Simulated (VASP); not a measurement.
**Si: single point with PBE**

The system is Si.

```
Si
1.0
     0.00000    2.63918    2.63918
     2.63918    0.00000    2.63918
     2.63918    2.63918    0.00000
Si
2
Direct
  0.75000 0.75000 0.75000
  0.50000 0.50000 0.50000
```

```
Program                : VASP 6.6.1
Task                   : single point
Functional             : PBE
Potentials or basis    : VASP PAW PBE potentials, release 64 (Si)
Cutoff                 : 500 eV
k mesh                 : 6 × 6 × 6
Occupations            : gaussian, width 0.1 eV
Spin                   : no spin polarisation
Dipole correction      : no
Further INCAR settings : ALGO = Normal; EDIFF = 1e-06; NBANDS = 11
```

| Property | Result |
| --- | --- |
| Pressure | 12.0 GPa |
| Band gap on the k mesh | 0.52 eV, indirect (least direct gap 2.59 eV) |

Levels at points of the mesh, in eV from the valence-band top:
```tsv
k point	band 1	band 2	band 3	band 4	band 5	band 6	band 7	band 8	band 9
(0.00, 0.00, 0.00)	-12.57	0.00	0.00	0.00	2.59	2.59	2.59	4.39	7.75
(0.50, 0.00, 0.00)	-10.01	-7.39	-1.27	-1.27	1.84	3.28	3.28	7.83	10.76
(0.50, 0.50, 0.00)	-8.10	-8.10	-3.08	-3.08	0.52	0.52	10.86	10.86	11.24
```

It took 12 s on 1 thread of Intel Xeon 8259CL, with other jobs on the host, peak memory 0.14 GiB.

A k mesh can miss the band edges. As with any semilocal functional, this PBE gap is likely too small.
